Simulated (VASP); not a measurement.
# TiAl3 (vib) (I4/mmm) in VASP: a series of runs

Runs on TiAl3 (vib). Level: LDA. Tasks: single point.

All numbers are computed with VASP 6.6.1; they aren't measurements. Logs are shortened: lines on timing, memory, paths and dates and some standing lists are left out, and cuts for length are marked.

## 1. The cell of the first run

The structure is tetragonal, space group I4/mmm (No. 139). Conventional cell: a = 3.785 Å, b = 3.785 Å, c = 8.465 Å, α = 90.00°, β = 90.00°, γ = 90.00°. Within 3.5 Å of Ti (site symmetry 4/mmm) lie 12 Al at 2.68 to 2.84 Å. Al (site symmetry 4/mmm) has 4 Ti at 2.68 Å and 8 Al at 2.84 Å within 3.5 Å. Al (site symmetry -4m2) has 8 Al at 2.68 to 2.84 Å and 4 Ti at 2.84 Å within 3.5 Å.

## 2. Single point, LDA

INCAR

```
PREC = Accurate
ENCUT = 520
EDIFF = 1E-6
ISMEAR = -1
SIGMA = 0.15
LREAL = False
LASPH = True
NELM = 60
ALGO = Fast
ISIF = 2
LWAVE = False
LCHARG = True
GGA = CA
LELF = True
LVHAR = True
NBANDS = 18
```

KPOINTS

```
regular mesh
0
Gamma
  12 12 12
```

POSCAR

```
TiAl3
1.0
   -1.8924954952      1.8924954952      4.2322654673
    1.8924954952     -1.8924954952      4.2322654673
    1.8924954952      1.8924954952     -4.2322654673
Ti Al
1 3
Direct
    0.0000000000      0.0000000000      0.0000000000
    0.5000000000      0.5000000000      0.0000000000
    0.7500000000      0.2500000000      0.5000000000
    0.2500000000      0.7500000000      0.5000000000
```

Potentials or basis: VASP PAW LDA potentials, release 64 (Ti_sv, Al).

Command:

```bash
cat potpaw_LDA.64/Ti_sv/POTCAR potpaw_LDA.64/Al/POTCAR > POTCAR
mpirun -np 1 vasp_std > vasp.out
```

OUTCAR:

```text
PREC = Accurate
   ENCUT = 520
   EDIFF = 1E-6
   ISMEAR = -1
   LREAL = False
   LASPH = True
   NELM = 60
   ISIF = 2
   GGA = CA

 ion  position               nearest neighbor table
   1  0.000  0.000  0.000-   2 2.68   2 2.68   2 2.68   2 2.68   4 2.84   3 2.84   4 2.84   4 2.84
                             3 2.84   3 2.84   4 2.84   3 2.84
   2  0.500  0.500  0.000-   1 2.68   1 2.68   1 2.68   1 2.68   4 2.84   3 2.84   4 2.84   3 2.84
                             4 2.84   4 2.84   3 2.84   3 2.84
   3  0.750  0.250  0.500-   4 2.68   4 2.68   4 2.68   4 2.68   2 2.84   1 2.84   2 2.84   1 2.84
                             2 2.84   2 2.84   1 2.84   1 2.84
   4  0.250  0.750  0.500-   3 2.68   3 2.68   3 2.68   3 2.68   2 2.84   1 2.84   2 2.84   2 2.84
                             1 2.84   1 2.84   2 2.84   1 2.84

  LATTYP: Found a body centered tetragonal cell.
 ALAT       =     3.7849909904
 C/A-ratio  =     2.2363411052

  Lattice vectors:

 A1 = (  -1.8924954952,   1.8924954952,   4.2322654673)
 A2 = (   1.8924954952,  -1.8924954952,   4.2322654673)
 A3 = (   1.8924954952,   1.8924954952,  -4.2322654673)

Analysis of symmetry for initial positions (statically):
=====================================================================
 Subroutine PRICEL returns:
 Original cell was already a primitive cell.

 Routine SETGRP: Setting up the symmetry group for a
 body centered tetragonal supercell.

 Subroutine GETGRP returns: Found 16 space group operations
 (whereof 16 operations were pure point group operations)
 out of a pool of 16 trial point group operations.

The static configuration has the point symmetry D_4h.

Analysis of symmetry for dynamics (positions and initial velocities):
=====================================================================
 Subroutine PRICEL returns:
 Original cell was already a primitive cell.

 Routine SETGRP: Setting up the symmetry group for a
 body centered tetragonal supercell.

 Subroutine GETGRP returns: Found 16 space group operations
 (whereof 16 operations were pure point group operations)
 out of a pool of 16 trial point group operations.

The dynamic configuration has the point symmetry D_4h.

 Subroutine INISYM returns: Found 16 space group operations
 (whereof 16 operations are pure point group operations),
 and found     1 'primitive' translations

----------------------------------------------------------------------------------------

                                     Primitive cell
[... 92 lines left out ...]
   LASPH  =      T    aspherical Exc in radial PAW
   ENCUT  =  520.0 eV  38.22 Ry    6.18 a.u.   9.31  9.31  9.31*2*pi/ulx,y,z
   NELM   =     60;   NELMIN=  2; NELMDL= -5     # of ELM steps
   EDIFF  = 0.1E-05   stopping-criterion for ELM
   LREAL  =      F    real-space projection
   EDIFFG = 0.1E-04   stopping-criterion for IOM
   NSW    =      0    number of steps for IOM
   IBRION =     -1    ionic relax: 0-MD 1-quasi-New 2-CG
   NFREE  =      0    steps in history (QN), initial steepest desc. (CG)
   ISIF   =      2    stress and relaxation
   ISYM   =      2    0-nonsym 1-usesym 2-fastsym
   POTIM  = 0.5000    time-step for ionic-motion
   TEBEG  =    0.0;   TEEND  =   0.0 temperature during run
   PSTRESS=    0.0 pullay stress
   NELECT =      21.0000    total number of electrons
   NUPDOWN=      -1.0000    fix difference up-down
   EMIN   =  10.00;   EMAX   =-10.00  energy-range for DOS
   EFERMI =   0.00;   METHOD = LEGACY
   ISMEAR =    -1;   SIGMA  =   0.15  broadening in eV -4-tet -1-fermi 0-gaus
   EFERMI_NEDOS =   21; number of points for ismear=-14 and -15
   IALGO  =     68    algorithm
   IMIX   =      4    mixing-type and parameters
     AMIX     =   0.40;   BMIX     =  1.00
     AMIX_MAG =   1.60;   BMIX_MAG =  1.00
  volume/ion in A,a.u.               =      15.16       102.29
  Fermi-wavevector in a.u.,A,eV,Ry     =   1.149689  2.172597 17.983976  1.321785
  Thomas-Fermi vector in A             =   2.286357
   LORBIT       =      0    0 simple, 1 ext, 2 COOP (PROOUT), +10 PAW based schemes
   GGA     = CA    functional components
   LHFCALC =     F    Hartree Fock is set to
   AEXX    =    0.0000 exact exchange contribution
   IVDW    =     0    specifies the selected vdW correction
   LEPSILON=     F    determine dielectric tensor
   LRPA    =     F    only Hartree local field effects (RPA)
 non-spin polarized calculation
 RMM-DIIS sequential band-by-band and
  energy-cutoff  :      520.00
  volume of cell :       60.63
 maximum number of plane-waves:      1655
 NGX is ok and might be reduce to    40
   NGX = 19   NGY = 19   NGZ = 19

 number of electron      21.0000000 magnetization

 Free energy of the ion-electron system (eV)
  ---------------------------------------------------
  ext. energy  EPLUGINS =         0.00000000
  ---------------------------------------------------
  free energy    TOTEN  =       -22.85834954 eV

  energy without entropy =      -22.72792359  energy(sigma->0) =      -22.79313656

 E-fermi :   8.4851     XC(G=0): -11.1121

 val. band max:        8.4804270039   @ k =  -0.2500   0.3333   0.1667
 cond. band min:       8.5168359763   @ k =  -0.1667  -0.3333   0.0833
 fundamental gap:      0.0364089724
 Fermi energy:         8.4851429742

 k-point     1 :       0.0000    0.0000    0.0000
  band No.  band energies     occupation
      1     -47.1814      2.00000
      2     -23.8958      2.00000
      3     -23.8958      2.00000
      4     -23.8169      2.00000
      5      -1.7859      2.00000
      6       5.5707      2.00000
[... 481 lines left out ...]
      5       0.3922      2.00000
      6       2.7832      2.00000
[... 10 lines left out ...]
     17      12.8353      0.00000
     18      15.1280      0.00000

 [... further k-points ...]
[... 5 lines left out ...]
  --------------------------------------------------------------------------------------
  -------------------------------------------------------------------------------------
  Total        0.0647749      0.0647749      0.0633270      0.0000000      0.0000000      0.0000000
  in kB        1.7116488      1.7116488      1.6733895      0.0000000      0.0000000      0.0000000
  external PRESSURE =       1.6988957 kB  Pullay stress =       0.0000000 kB

 VOLUME and BASIS-vectors are now :
 -----------------------------------------------------------------------------
  energy-cutoff  :      520.00
  volume of cell :       60.63
      direct lattice vectors                 reciprocal lattice vectors
    -1.892495495  1.892495495  4.232265467     0.000000000  0.264201421  0.118140037
     1.892495495 -1.892495495  4.232265467     0.264201421  0.000000000  0.118140037
     1.892495495  1.892495495 -4.232265467     0.264201421  0.264201421  0.000000000

 POSITION                                       TOTAL-FORCE (eV/Angst)
 -----------------------------------------------------------------------------------
      0.00000      0.00000      0.00000        -0.000000     -0.000000      0.000000
      0.00000      0.00000      4.23227        -0.000000     -0.000000      0.000000
      0.00000      1.89250      2.11613         0.000000     -0.000000      0.000000
      1.89250      0.00000      2.11613        -0.000000      0.000000     -0.000000
 -----------------------------------------------------------------------------------
    total drift:                               -0.000000     -0.000000     -0.000000

  FREE ENERGIE OF THE ION-ELECTRON SYSTEM (eV)
  ---------------------------------------------------
  free  energy   TOTEN  =       -22.8583495372 eV

  energy  without entropy=      -22.7279235852  energy(sigma->0) =      -22.79313656
```

OSZICAR:

```text
N       E                     dE             d eps       ncg     rms          rms(c)
DAV:   1     0.120963354771E+03    0.12096E+03   -0.92664E+03  5868   0.108E+03
DAV:   2    -0.161431916498E+02   -0.13711E+03   -0.13355E+03  5980   0.285E+02
DAV:   3    -0.245333123377E+02   -0.83901E+01   -0.82152E+01  9196   0.652E+01
[... 19 lines left out ...]
RMM:  23    -0.228583454934E+02   -0.19592E-05   -0.22097E-05  6368   0.145E-02    0.681E-03
RMM:  24    -0.228583470129E+02   -0.15195E-05   -0.17708E-05  6677   0.134E-02    0.560E-03
RMM:  25    -0.228583480569E+02   -0.10440E-05   -0.12124E-05  5789   0.109E-02    0.556E-03
RMM:  26    -0.228583489194E+02   -0.86246E-06   -0.10214E-05  5627   0.986E-03    0.571E-03
RMM:  27    -0.228583495372E+02   -0.61780E-06   -0.76460E-06  5666   0.934E-03
   1 F= -.22858350E+02 E0= -.22793137E+02  d E =-.130426E+00
```

stdout:

```text
POSCAR found type information on POSCAR TiAl
 POSCAR found :  2 types and       4 ions
 scaLAPACK will be used
 LDA part: xc-table for (Slater(with rela. corr.)+CA(PZ))
 , standard interpolation
 POSCAR, INCAR and KPOINTS ok, starting setup
 FFT: planning ... GRIDC
 FFT: planning ... GRID_SOFT
 FFT: planning ... GRID
 WAVECAR not read
 entering main loop
WARNING in EDDRMM: call to ZHEGV failed, returncode =   8  4     14
WARNING in EDDRMM: call to ZHEGV failed, returncode =   8  4     12
WARNING in EDDRMM: call to ZHEGV failed, returncode =   8  4     16
WARNING in EDDRMM: call to ZHEGV failed, returncode =   6  3     14
WARNING in EDDRMM: call to ZHEGV failed, returncode =   6  3      9
WARNING in EDDRMM: call to ZHEGV failed, returncode =   8  4     14
WARNING in EDDRMM: call to ZHEGV failed, returncode =   6  3      6
WARNING in EDDRMM: call to ZHEGV failed, returncode =   6  3     12
```

It took 4.6 min on 1 thread of Intel Xeon 6975P-C (Granite Rapids), shared host; peak memory 0.31 GiB.

What came out:

```
Free energy : -22.8583 eV
Pressure    : 0.2 GPa
```

Levels at points of the mesh, in eV from the Fermi level:
```tsv
k point	band 7	band 8	band 9	band 10	band 11	band 12	band 13	band 14	band 15	band 16
(0.00, 0.00, 0.00)	-2.65	-1.51	-1.29	-1.29	0.83	1.80	1.80	2.28	2.55	3.94
(0.50, 0.00, 0.00)	-3.69	-2.95	-1.11	-0.31	0.48	1.82	2.12	2.79	3.22	4.63
(0.50, 0.50, 0.00)	-4.47	-3.83	-2.71	-2.24	-1.05	1.81	1.96	2.77	2.93	3.32
(0.50, 0.50, 0.50)	-2.10	-0.93	-0.93	-0.27	0.68	0.68	0.96	3.13	4.92	6.23
```

## 3. Single point, LDA

INCAR

```
SYSTEM = TiAl3
PREC = Accurate ; ENCUT = 520
EDIFF = 1E-7 ; ISMEAR = 0
SIGMA = 0.1 ; LREAL = .False.
LASPH = .True. ; NELM = 80
ALGO = Fast ; ISIF = 2
LWAVE = .False. ; LCHARG = .False.
GGA = CA ; NBANDS = 18
```

KPOINTS

```
regular mesh
0
Gamma
  12 12 12
  0 0 0
```

POSCAR

```
TiAl3
1.0
   -1.8895834427      1.8895834427      4.2411100193
    1.8895834427     -1.8895834427      4.2411100193
    1.8895834427      1.8895834427     -4.2411100193
Ti Al
1 3
Direct
    0.0000000000      0.0000000000      0.0000000000
    0.5000000000      0.5000000000      0.0000000000
    0.7500000000      0.2500000000      0.5000000000
    0.2500000000      0.7500000000      0.5000000000
```

Potentials or basis: VASP PAW LDA potentials, release 64 (Ti_sv, Al).

Command:

```bash
cat potpaw_LDA.64/Ti_sv/POTCAR potpaw_LDA.64/Al/POTCAR > POTCAR
mpirun -np 1 vasp_std > vasp.out
```

Run time: 9.8 min. Hardware: 1 thread of Intel Xeon 6975P-C (Granite Rapids), shared host; peak memory 0.31 GiB.

Results (log left out):

```
Free energy : -22.7983 eV
Pressure    : 0.2 GPa
```

Levels at points of the mesh, in eV from the Fermi level:
```tsv
k point	band 9	band 10	band 11	band 12	band 13	band 14
(0.00, 0.00, 0.00)	-1.24	-1.24	0.87	1.87	1.87	2.33
(0.50, 0.00, 0.00)	-1.07	-0.28	0.52	1.87	2.18	2.82
(0.50, 0.50, 0.00)	-2.65	-2.20	-1.02	1.85	2.00	2.80
(0.50, 0.50, 0.50)	-0.86	-0.23	0.72	0.72	1.00	3.17
```

## 4. Single point, LDA

INCAR

```
PREC = Accurate
ENCUT = 520
EDIFF = 1E-6
ISMEAR = -1
SIGMA = 0.15
LREAL = False
LASPH = True
NELM = 60
ALGO = Fast
ISIF = 2
LWAVE = False
LCHARG = True
GGA = CA
LELF = True
LVHAR = True
NBANDS = 18
```

KPOINTS

```
regular mesh
0
Gamma
  12 12 12
```

POSCAR

```
TiAl3
1.0
   -1.8924954949      1.8924954949      4.2322654653
    1.8924954949     -1.8924954949      4.2322654653
    1.8924954949      1.8924954949     -4.2322654653
Ti Al
1 3
Direct
    0.0000000000      0.0000000000      0.0000000000
    0.5000000000      0.5000000000      0.0000000000
    0.7500000000      0.2500000000      0.5000000000
    0.2500000000      0.7500000000      0.5000000000
```

Command:

```bash
cat potpaw_LDA.64/Ti_sv/POTCAR potpaw_LDA.64/Al/POTCAR > POTCAR
mpirun -np 1 vasp_std > vasp.out
```

Wall time 8.5 min (1 thread of Intel Xeon 6975P-C (Granite Rapids), shared host); peak memory 0.32 GiB.

Results (log left out):

* Free energy: -22.8583 eV
* Pressure: 0.2 GPa

Levels at points of the mesh, in eV from the Fermi level:
| k point | band 7 | band 8 | band 9 | band 10 | band 11 | band 12 | band 13 | band 14 | band 15 | band 16 |
| --- | --- | --- | --- | --- | --- | --- | --- | --- | --- | --- |
| (0.00, 0.00, 0.00) | -2.65 | -1.51 | -1.29 | -1.29 | 0.83 | 1.80 | 1.80 | 2.28 | 2.55 | 3.94 |
| (0.50, 0.00, 0.00) | -3.69 | -2.95 | -1.11 | -0.31 | 0.48 | 1.82 | 2.12 | 2.79 | 3.22 | 4.63 |
| (0.50, 0.50, 0.00) | -4.47 | -3.83 | -2.71 | -2.24 | -1.05 | 1.81 | 1.96 | 2.77 | 2.93 | 3.32 |
| (0.50, 0.50, 0.50) | -2.10 | -0.93 | -0.93 | -0.27 | 0.68 | 0.68 | 0.96 | 3.13 | 4.92 | 6.23 |
